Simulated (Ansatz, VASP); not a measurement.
**One calculation of BaTiO3, two programs**

File INCAR:

```
  PREC = Accurate
  ENCUT = 910
  EDIFF = 1E-8
  ISMEAR = -1
  SIGMA = 0.03
  LREAL = False
  LASPH = True
  NELM = 120
  ALGO = Normal
  ISIF = 2
  LWAVE = False
  LCHARG = False
  GGA = PE
  LEFG = True
  NBANDS = 28
  GGA_COMPAT = False
```

The input KPOINTS:

```
Automatic mesh
0
Gamma
  7 7 7
```

POSCAR

```
BaTiO3
1.0
    3.9998000000      0.0000000000      0.0000000000
    0.0000000000      3.9998000000      0.0000000000
    0.0000000000      0.0000000000      4.0180000000
Ba Ti O
1 1 3
Direct
    0.0000000000      0.0000000000      0.0000000000
    0.5000000000      0.5000000000      0.5000000000
    0.5000000000      0.5000000000      0.0000000000
    0.5000000000      0.0000000000      0.5000000000
    0.0000000000      0.5000000000      0.5000000000
```

Input for Ansatz:

```yaml
crystal:
  lattice:
    - [3.9998, 0.0, 0.0]
    - [0.0, 3.9998, 0.0]
    - [0.0, 0.0, 4.018]
  atoms:
    - { symbol: Ba, position: [0.0, 0.0, 0.0] }
    - { symbol: Ti, position: [0.5, 0.5, 0.5] }
    - { symbol: O, position: [0.5, 0.5, 0.0] }
    - { symbol: O, position: [0.5, 0.0, 0.5] }
    - { symbol: O, position: [0.0, 0.5, 0.5] }
kpoints:
  mp_grid: { grid: [7, 7, 7] }
  band_path:
    path:
      - [0.0, 0.0, 0.0]
      - [0.0, 0.5, 0.0]
      - [0.5, 0.5, 0.0]
      - [0.0, 0.0, 0.0]
      - [0.0, 0.0, 0.5]
      - [0.0, 0.5, 0.5]
      - [0.5, 0.5, 0.5]
      - [0.0, 0.0, 0.5]
      - [0.0, 0.5, 0.0]
    npoints: 14
scf:
  occupations: { method: fermi_dirac, width: 0.03 }
hamiltonian:
  xc: pbe
  pseudopotentials: { kind: paw }
output:
  forces: true
  stress: true
  eigenvalues: true
  efg: { contact_densities: true }
  populations: true
  bader: true
  dos: { projected: true, de: 0.2, e_range: [-14, 8] }
  write_density: true
  write_potential: true
  elf: true
  volumetric_format: npy
```

Alike in both runs: task electric field gradients; functional PBE; k mesh 7 × 7 × 7; occupations fermi-dirac, width 0.03 eV; no spin polarisation.

|  | VASP | Ansatz |
| --- | --- | --- |
| version | VASP 6.6.1 | Ansatz 0.2.0 |
| potentials or method | VASP PAW PBE potentials, release 64 (Ba_sv, Ti_sv, O_h) | PAW with Ansatz's default frozen-core files, scalar-relativistic |
| plane-wave cutoff (eV) | 910 | 420 |
| valence electrons in the cell | 40 | 40 |

|  | VASP | Ansatz | Ansatz less VASP |
| --- | --- | --- | --- |
| gap on the k mesh at the Fermi level (eV) | 1.80 | 1.86 | +0.062 |
| size of Vzz on the site where it differs most (V/Å²) | 24.4 | 25.3 | +0.87 |

The functional is the same, so the differences come from potentials, cutoffs and numerics.

Spin-orbit coupling is off throughout. Noted on VASP's run: the cutoff is short for stress, so the pressure is rough.
